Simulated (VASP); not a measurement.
# Sc3Te2 (Pm-3m) in VASP: further runs, part 2 of 2

VASP 6.6.1. The steps go on from the part before.

## 3. Relaxation of cell and atoms, PBE

This run uses another cell than the first one, of 24.99 Å³/atom, 0.827 times its volume.

Contents of INCAR:

```
  PREC = Accurate
  ENCUT = 600
  EDIFF = 1E-7
  ISMEAR = 0
  SIGMA = 0.1
  LREAL = F
  LASPH = T
  NELM = 60
  ALGO = Normal
  ISIF = 3
  LWAVE = F
  LCHARG = F
  GGA = PE
  IBRION = 2
  NSW = 90
  EDIFFG = -0.04
```

Contents of KPOINTS:

```
Automatic mesh
0
Gamma
  4 4 4
```

Contents of POSCAR:

```
Sc3Te2
1.0
    4.9992679800      0.0000000000      0.0000000000
    0.0000000000      4.9992679800      0.0000000000
    0.0000000000      0.0000000000      4.9992679800
Sc Te
3 2
Direct
    0.5000000000      0.0000000000      0.0000000000
    0.0000000000      0.5000000000      0.0000000000
    0.0000000000      0.0000000000      0.5000000000
    0.5000000000      0.5000000000      0.5000000000
    0.0000000000      0.0000000000      0.0000000000
```

Potentials or basis: VASP PAW PBE potentials, release 64 (Sc_sv, Te).

Command:

```sh
> cat potpaw_PBE.64/Sc_sv/POTCAR potpaw_PBE.64/Te/POTCAR > POTCAR
> mpirun -np 1 vasp_std > vasp.out
```

OUTCAR:

```text
PREC = Accurate
   ENCUT = 600
   EDIFF = 1E-7
   ISMEAR = 0
   LREAL = F
   LASPH = T
   NELM = 60
   ISIF = 3
   GGA = PE
   IBRION = 2
   NSW = 90
   EDIFFG = -0.04

 ion  position               nearest neighbor table
   1  0.500  0.000  0.000-   5 2.50   5 2.50   4 3.54   4 3.54   4 3.54   4 3.54
   2  0.000  0.500  0.000-   5 2.50   5 2.50   4 3.54   4 3.54   4 3.54   4 3.54
   3  0.000  0.000  0.500-   5 2.50   5 2.50   4 3.54   4 3.54   4 3.54   4 3.54
   4  0.500  0.500  0.500-   1 3.54   2 3.54   3 3.54   1 3.54   2 3.54   1 3.54   3 3.54   1 3.54
                             2 3.54   3 3.54   2 3.54   3 3.54
   5  0.000  0.000  0.000-   1 2.50   2 2.50   3 2.50   3 2.50   2 2.50   1 2.50

  LATTYP: Found a simple cubic cell.
 ALAT       =     4.9992679800

  Lattice vectors:

 A1 = (   4.9992679800,   0.0000000000,   0.0000000000)
 A2 = (   0.0000000000,   4.9992679800,   0.0000000000)
 A3 = (   0.0000000000,   0.0000000000,   4.9992679800)

Analysis of symmetry for initial positions (statically):
=====================================================================
 Subroutine PRICEL returns:
 Original cell was already a primitive cell.

 Routine SETGRP: Setting up the symmetry group for a
 simple cubic supercell.

 Subroutine GETGRP returns: Found 48 space group operations
 (whereof 48 operations were pure point group operations)
 out of a pool of 48 trial point group operations.

The static configuration has the point symmetry O_h .

Analysis of symmetry for dynamics (positions and initial velocities):
=====================================================================
 Subroutine PRICEL returns:
 Original cell was already a primitive cell.

 Routine SETGRP: Setting up the symmetry group for a
 simple cubic supercell.

 Subroutine GETGRP returns: Found 48 space group operations
 (whereof 48 operations were pure point group operations)
 out of a pool of 48 trial point group operations.

The dynamic configuration has the point symmetry O_h .

 Subroutine INISYM returns: Found 48 space group operations
 (whereof 48 operations are pure point group operations),
 and found     1 'primitive' translations

----------------------------------------------------------------------------------------

                                     Primitive cell

  volume of cell :     124.9451

  direct lattice vectors                    reciprocal lattice vectors
     4.999267980  0.000000000  0.000000000     0.200029285  0.000000000  0.000000000
     0.000000000  4.999267980  0.000000000     0.000000000  0.200029285  0.000000000
     0.000000000  0.000000000  4.999267980     0.000000000  0.000000000  0.200029285

  length of vectors
     4.999267980  4.999267980  4.999267980     0.200029285  0.200029285  0.200029285

  position of ions in fractional coordinates (direct lattice)
     0.500000000  0.000000000  0.000000000
     0.000000000  0.500000000  0.000000000
     0.000000000  0.000000000  0.500000000
     0.500000000  0.500000000  0.500000000
     0.000000000  0.000000000  0.000000000

  ion indices of the primitive-cell ions
   primitive index   ion index
                 1           1
                 2           2
                 3           3
                 4           4
                 5           5

----------------------------------------------------------------------------------------

 KPOINTS: Automatic mesh

Automatic generation of k-mesh.
 Grid dimensions read from file:
 generate k-points for:    4    4    4

 Generating k-lattice:

  Cartesian coordinates                     Fractional coordinates (reciprocal lattice)
     0.050007321  0.000000000  0.000000000     0.250000000  0.000000000  0.000000000
     0.000000000  0.050007321  0.000000000     0.000000000  0.250000000  0.000000000
     0.000000000  0.000000000  0.050007321     0.000000000  0.000000000  0.250000000

  Length of vectors
     0.050007321  0.050007321  0.050007321

  Shift w.r.t. Gamma in fractional coordinates (k-lattice)
     0.000000000  0.000000000  0.000000000

 Subroutine IBZKPT returns following result:
 ===========================================

 Found     10 irreducible k-points:

 Following reciprocal coordinates:
            Coordinates               Weight
  0.000000  0.000000  0.000000      1.000000
  0.250000  0.000000  0.000000      6.000000
  0.500000  0.000000  0.000000      3.000000
  0.250000  0.250000  0.000000     12.000000
  0.500000  0.250000  0.000000     12.000000
  0.500000  0.500000  0.000000      3.000000
  0.250000  0.250000  0.250000      8.000000
  0.500000  0.250000  0.250000     12.000000
  0.500000  0.500000  0.250000      6.000000
  0.500000  0.500000  0.500000      1.000000
   k-points           NKPTS =     10   k-points in BZ     NKDIM =     10   number of bands    NBANDS=     27
   number of dos      NEDOS =    301   number of ions     NIONS =      5
   total plane-waves  NPLWV =  64000
   dimension x,y,z NGX =    40 NGY =   40 NGZ =   40
   dimension x,y,z NGXF=    80 NGYF=   80 NGZF=   80
   ions per type =               3   2
   NGX,Y,Z   is equivalent  to a cutoff of  13.30, 13.30, 13.30 a.u.
   NGXF,Y,Z  is equivalent  to a cutoff of  26.60, 26.60, 26.60 a.u.
 SYSTEM =  unknown system
   PREC   = accura    normal or accurate (medium, high low for compatibility)
   ISTART =      0    job   : 0-new  1-cont  2-samecut
   ICHARG =      2    charge: 1-file 2-atom 10-const
   ISPIN  =      1    spin polarized calculation?
   LNONCOLLINEAR =      F non collinear calculations
   LSORBIT =      F    spin-orbit coupling
   LASPH  =      T    aspherical Exc in radial PAW
   ENCUT  =  600.0 eV  44.10 Ry    6.64 a.u.   9.98  9.98  9.98*2*pi/ulx,y,z
   NELM   =     60;   NELMIN=  2; NELMDL= -5     # of ELM steps
   EDIFF  = 0.1E-06   stopping-criterion for ELM
   LREAL  =      F    real-space projection
   EDIFFG = -.4E-01   stopping-criterion for IOM
   NSW    =     90    number of steps for IOM
   IBRION =      2    ionic relax: 0-MD 1-quasi-New 2-CG
   NFREE  =      1    steps in history (QN), initial steepest desc. (CG)
   ISIF   =      3    stress and relaxation
   ISYM   =      2    0-nonsym 1-usesym 2-fastsym
   POTIM  = 0.5000    time-step for ionic-motion
   TEBEG  =    0.0;   TEEND  =   0.0 temperature during run
   PSTRESS=    0.0 pullay stress
   NELECT =      45.0000    total number of electrons
   NUPDOWN=      -1.0000    fix difference up-down
   EMIN   =  10.00;   EMAX   =-10.00  energy-range for DOS
   EFERMI =   0.00;   METHOD = LEGACY
   ISMEAR =     0;   SIGMA  =   0.10  broadening in eV -4-tet -1-fermi 0-gaus
   EFERMI_NEDOS =   21; number of points for ismear=-14 and -15
   IALGO  =     38    algorithm
   IMIX   =      4    mixing-type and parameters
     AMIX     =   0.40;   BMIX     =  1.00
     AMIX_MAG =   1.60;   BMIX_MAG =  1.00
  volume/ion in A,a.u.               =      24.99       168.63
  Fermi-wavevector in a.u.,A,eV,Ry     =   1.164768  2.201091 18.458798  1.356683
  Thomas-Fermi vector in A             =   2.301302
   LORBIT       =      0    0 simple, 1 ext, 2 COOP (PROOUT), +10 PAW based schemes
   GGA     = PE    functional components
   LHFCALC =     F    Hartree Fock is set to
   AEXX    =    0.0000 exact exchange contribution
   IVDW    =     0    specifies the selected vdW correction
   LEPSILON=     F    determine dielectric tensor
   LRPA    =     F    only Hartree local field effects (RPA)
 conjugate gradient relaxation of ions
 non-spin polarized calculation
 Gauss-broadening in eV      SIGMA  =   0.10
  energy-cutoff  :      600.00
  volume of cell :      124.95
 maximum number of plane-waves:      4224
 NGX is ok and might be reduce to    40
   NGX = 19   NGY = 19   NGZ = 19

--------------------------------------- Ionic step        1  -------------------------------------------

 number of electron      45.0000007 magnetization

 Free energy of the ion-electron system (eV)
  ---------------------------------------------------
  ext. energy  EPLUGINS =         0.00000000
  ---------------------------------------------------
  free energy    TOTEN  =       -24.45453648 eV

  energy without entropy =      -24.41574287  energy(sigma->0) =      -24.43513967

 E-fermi :   6.6271     XC(G=0):  -9.9187

 val. band max:        6.5921598043   @ k =   0.5000   0.2500   0.0000
 cond. band min:       6.6291541170   @ k =   0.5000   0.5000   0.2500
 fundamental gap:      0.0369943127
 Fermi energy:         6.6270966582

 k-point     1 :       0.0000    0.0000    0.0000
  band No.  band energies     occupation
      1     -43.1660      2.00000
      2     -43.1343      2.00000
      3     -43.1343      2.00000
      4     -21.9940      2.00000
      5     -21.9940      2.00000
      6     -21.9940      2.00000
[... 364 lines left out ...]
  energy  without entropy=      -25.1521018658  energy(sigma->0) =      -25.17518919

--------------------------------------- Ionic step        3  -------------------------------------------

 number of electron      45.0000023 magnetization

 Free energy of the ion-electron system (eV)
  ---------------------------------------------------
  ext. energy  EPLUGINS =         0.00000000
  ---------------------------------------------------
  free energy    TOTEN  =       -25.40644063 eV

  energy without entropy =      -25.36086740  energy(sigma->0) =      -25.38365401

 E-fermi :   5.0375     XC(G=0):  -9.1342

 val. band max:        5.0098925077   @ k =   0.5000   0.0000   0.0000
 cond. band min:       5.0390727048   @ k =   0.5000   0.2500   0.0000
 fundamental gap:      0.0291801971
 Fermi energy:         5.0374570474

 k-point     1 :       0.0000    0.0000    0.0000
  band No.  band energies     occupation
      1     -45.2223      2.00000
      2     -45.2107      2.00000
      3     -45.2107      2.00000
      4     -23.9382      2.00000
      5     -23.9382      2.00000
      6     -23.9382      2.00000
[... 321 lines left out ...]
  FREE ENERGIE OF THE ION-ELECTRON SYSTEM (eV)
  ---------------------------------------------------
  free  energy   TOTEN  =       -25.4064406299 eV

  energy  without entropy=      -25.3608673966  energy(sigma->0) =      -25.38365401

 reached required accuracy - stopping structural energy minimisation
```

OSZICAR:

```text
N       E                     dE             d eps       ncg     rms          rms(c)
DAV:   1     0.839635664183E+03    0.83964E+03   -0.20790E+04   540   0.178E+03
DAV:   2     0.665264202911E+02   -0.77311E+03   -0.76547E+03   764   0.719E+02
DAV:   3    -0.222127662424E+02   -0.88739E+02   -0.87259E+02   914   0.277E+02
[... 41 lines left out ...]
DAV:   8    -0.254064496674E+02   -0.26971E-05   -0.30281E-04   840   0.120E-01    0.899E-02
DAV:   9    -0.254064442995E+02    0.53680E-05   -0.24853E-05   844   0.320E-02    0.748E-02
DAV:  10    -0.254064418466E+02    0.24528E-05   -0.25384E-06   610   0.809E-03    0.274E-02
DAV:  11    -0.254064407237E+02    0.11229E-05   -0.33376E-06   735   0.973E-03    0.273E-03
DAV:  12    -0.254064406299E+02    0.93839E-07   -0.72799E-08   358   0.366E-03
   3 F= -.25406441E+02 E0= -.25383654E+02  d E =-.951904E+00
```

Wall time 3.2 min (1 thread of Oxide Virtual Turin-like, shared host); peak memory 0.22 GiB.

Results:

* Free energy: -25.4064 eV
* Relaxed volume: 30.26 Å³/atom
* Relaxed cell: a = 5.328 Å, b = 5.328 Å, c = 5.328 Å, α = 90.00°, β = 90.00°, γ = 90.00°
* Space group after relaxing (to 0.05 Å): Pm-3m (No. 221)
* Energy gained by relaxing: 190.4 meV/atom
* Ionic steps: 3
* Pressure after relaxing: 0.1 GPa

Step by step:
| step | energy change (eV) | largest force (eV/Å) | pressure (GPa) | volume (Å³) |
| --- | --- | --- | --- | --- |
| 1 | 0.0000 | 0.0000 | 13.62 | 124.95 |
| 2 | -0.7437 | 0.0000 | -3.84 | 167.41 |
| 3 | -0.9519 | 0.0000 | 0.06 | 151.28 |

Final structure:
```cif
data_structure
_symmetry_space_group_name_H-M 'P 1'
_symmetry_Int_Tables_number 1
_cell_length_a 5.3284
_cell_length_b 5.3284
_cell_length_c 5.3284
_cell_angle_alpha 90.000
_cell_angle_beta 90.000
_cell_angle_gamma 90.000
_cell_volume 151.28
loop_
_atom_site_label
_atom_site_type_symbol
_atom_site_fract_x
_atom_site_fract_y
_atom_site_fract_z
_atom_site_occupancy
Sc1 Sc 0.50000 0.00000 0.00000 1
Sc2 Sc 0.00000 0.50000 0.00000 1
Sc3 Sc 0.00000 0.00000 0.50000 1
Te1 Te 0.50000 0.50000 0.50000 1
Te2 Te 0.00000 0.00000 0.00000 1
```

Caveat: the volume moved by over 15 % at a fixed basis, so the end points are rough; spin-orbit coupling is left out, which moves the levels of the heavy elements.

## 4. Relaxation of cell and atoms, PBE

Contents of INCAR:

```
SYSTEM = Sc3Te2
PREC = Accurate
ENCUT = 600
EDIFF = 1E-6
ISMEAR = 0
SIGMA = 0.1
LREAL = .FALSE.
LASPH = .TRUE.
NELM = 100
ALGO = Fast
ISIF = 3
LWAVE = .FALSE.
LCHARG = .FALSE.
GGA = PE
IBRION = 2
NSW = 100
EDIFFG = -0.01
```

Contents of KPOINTS:

```
regular mesh
0
G
  8 8 8
  0 0 0
```

POSCAR: that of step 3 with these lines changed.

```diff
@@ -2,5 +2,5 @@
 1.0
-    4.9992679800      0.0000000000      0.0000000000
-    0.0000000000      4.9992679800      0.0000000000
-    0.0000000000      0.0000000000      4.9992679800
+    5.3260905735      0.0000000000      0.0000000000
+    0.0000000000      5.3260905735      0.0000000000
+    0.0000000000      0.0000000000      5.3260905735
 Sc Te
```

Potentials or basis: VASP PAW PBE potentials, release 64 (Sc_sv, Te).

Command:

```sh
> cat potpaw_PBE.64/Sc_sv/POTCAR potpaw_PBE.64/Te/POTCAR > POTCAR
> mpirun -np 1 vasp_std > vasp.out
```

OUTCAR:

```text
SYSTEM = Sc3Te2
   PREC = Accurate
   ENCUT = 600
   EDIFF = 1E-6
   ISMEAR = 0
   LREAL = .FALSE.
   LASPH = .TRUE.
   NELM = 100
   ISIF = 3
   GGA = PE
   IBRION = 2
   NSW = 100
   EDIFFG = -0.01

 ion  position               nearest neighbor table
   1  0.500  0.000  0.000-   5 2.66   5 2.66
   2  0.000  0.500  0.000-   5 2.66   5 2.66
   3  0.000  0.000  0.500-   5 2.66   5 2.66
   4  0.500  0.500  0.500-
   5  0.000  0.000  0.000-   1 2.66   2 2.66   3 2.66   3 2.66   2 2.66   1 2.66

  LATTYP: Found a simple cubic cell.
 ALAT       =     5.3260905735

  Lattice vectors:

 A1 = (   5.3260905735,   0.0000000000,   0.0000000000)
 A2 = (   0.0000000000,   5.3260905735,   0.0000000000)
 A3 = (   0.0000000000,   0.0000000000,   5.3260905735)

[... 260 lines left out ...]

 number of electron      44.9999994 magnetization

 Free energy of the ion-electron system (eV)
  ---------------------------------------------------
  ext. energy  EPLUGINS =         0.00000000
  ---------------------------------------------------
  free energy    TOTEN  =       -25.39703381 eV

  energy without entropy =      -25.34445700  energy(sigma->0) =      -25.37074540

 E-fermi :   5.0184     XC(G=0):  -9.1323

 val. band max:        5.0157092277   @ k =   0.5000   0.2500   0.0000
 cond. band min:       5.0236647503   @ k =   0.3750   0.2500   0.1250
 fundamental gap:      0.0079555226
 Fermi energy:         5.0184159124

 k-point     1 :       0.0000    0.0000    0.0000
  band No.  band energies     occupation
      1     -45.2658      2.00000
      2     -45.2543      2.00000
      3     -45.2543      2.00000
      4     -23.9757      2.00000
      5     -23.9757      2.00000
      6     -23.9757      2.00000
[... 709 lines left out ...]
     26       5.5748      0.00000
     27       6.0104      0.00000

 [... further k-points ...]
[... 5 lines left out ...]
  --------------------------------------------------------------------------------------
  -------------------------------------------------------------------------------------
  Total        0.0195222      0.0195222      0.0195222      0.0000000     -0.0000000     -0.0000000
  in kB        0.2063916      0.2063916      0.2063916      0.0000000     -0.0000000     -0.0000000
  external PRESSURE =       0.2063916 kB  Pullay stress =       0.0000000 kB
[... 20 lines left out ...]
  FREE ENERGIE OF THE ION-ELECTRON SYSTEM (eV)
  ---------------------------------------------------
  free  energy   TOTEN  =       -25.3970338069 eV

  energy  without entropy=      -25.3444570030  energy(sigma->0) =      -25.37074540

 reached required accuracy - stopping structural energy minimisation
```

CONTCAR:

```text
Sc3Te2
   1.00000000000000
     5.3314987575254555   -0.0000000000000000    0.0000000000000000
    -0.0000000000000000    5.3314987575254555   -0.0000000000000000
     0.0000000000000000   -0.0000000000000000    5.3314987575254555
  Sc              Te
     3     2
Direct
     0.5000000000000000    0.0000000000000000    0.0000000000000000
     0.0000000000000000    0.5000000000000000    0.0000000000000000
     0.0000000000000000    0.0000000000000000    0.5000000000000000
     0.5000000000000000    0.5000000000000000    0.5000000000000000
     0.0000000000000000    0.0000000000000000    0.0000000000000000

  0.00000000E+00  0.00000000E+00  0.00000000E+00
  0.00000000E+00  0.00000000E+00  0.00000000E+00
  0.00000000E+00  0.00000000E+00  0.00000000E+00
  0.00000000E+00  0.00000000E+00  0.00000000E+00
  0.00000000E+00  0.00000000E+00  0.00000000E+00
```

It took 11 min on 1 thread of Oxide Virtual Turin-like, shared host; peak memory 0.41 GiB.

Results:

```
Free energy                            : -25.3970 eV
Relaxed volume                         : 30.31 Å³/atom
Relaxed cell                           : a = 5.331 Å, b = 5.331 Å, c = 5.331 Å, α = 90.00°, β = 90.00°, γ = 90.00°
Space group after relaxing (to 0.05 Å) : Pm-3m (No. 221)
Energy gained by relaxing              : 0.0 meV/atom
Ionic steps                            : 3
Pressure after relaxing                : 0.0 GPa
```

The path:
| step | energy change (eV) | largest force (eV/Å) | pressure (GPa) | volume (Å³) |
| --- | --- | --- | --- | --- |
| 1 | 0.0000 | 0.0000 | 0.16 | 151.09 |
| 2 | -0.0002 | 0.0000 | -0.06 | 151.75 |
| 3 | -0.0002 | 0.0000 | 0.02 | 151.55 |

Final structure:
```cif
data_structure
_symmetry_space_group_name_H-M 'P 1'
_symmetry_Int_Tables_number 1
_cell_length_a 5.3315
_cell_length_b 5.3315
_cell_length_c 5.3315
_cell_angle_alpha 90.000
_cell_angle_beta 90.000
_cell_angle_gamma 90.000
_cell_volume 151.55
loop_
_atom_site_label
_atom_site_type_symbol
_atom_site_fract_x
_atom_site_fract_y
_atom_site_fract_z
_atom_site_occupancy
Sc1 Sc 0.50000 0.00000 0.00000 1
Sc2 Sc 0.00000 0.50000 0.00000 1
Sc3 Sc 0.00000 0.00000 0.50000 1
Te1 Te 0.50000 0.50000 0.50000 1
Te2 Te 0.00000 0.00000 0.00000 1
```

Caveat: spin-orbit coupling is left out, which moves the levels of the heavy elements.

## 5. Overview

```csv
task,cell,k mesh,cutoff (eV),gap on the mesh (eV),pressure (GPa),relaxed volume (Å³/atom)
single point,"a = 5.326 Å, 5 atoms",8 × 8 × 8,520,none,0.1,-
relaxation of cell and atoms,"relaxed from a = 4.999 Å, 5 atoms",4 × 4 × 4,600,none,0.1,30.26
relaxation of cell and atoms,"relaxed from a = 5.326 Å, 5 atoms",8 × 8 × 8,600,none,0.0,30.31
```

Alike in all rows: level PBE; potentials or basis VASP PAW PBE potentials, release 64 (Sc_sv, Te); no spin polarisation; smearing gaussian 0.1 eV.

Caveats: spin-orbit coupling is left out, which moves the levels of the heavy elements; the volume moved by over 15 % at a fixed basis, so the end points are rough (some runs).

Total energies depend on the potentials used, so only differences within one code and one set of settings carry meaning.
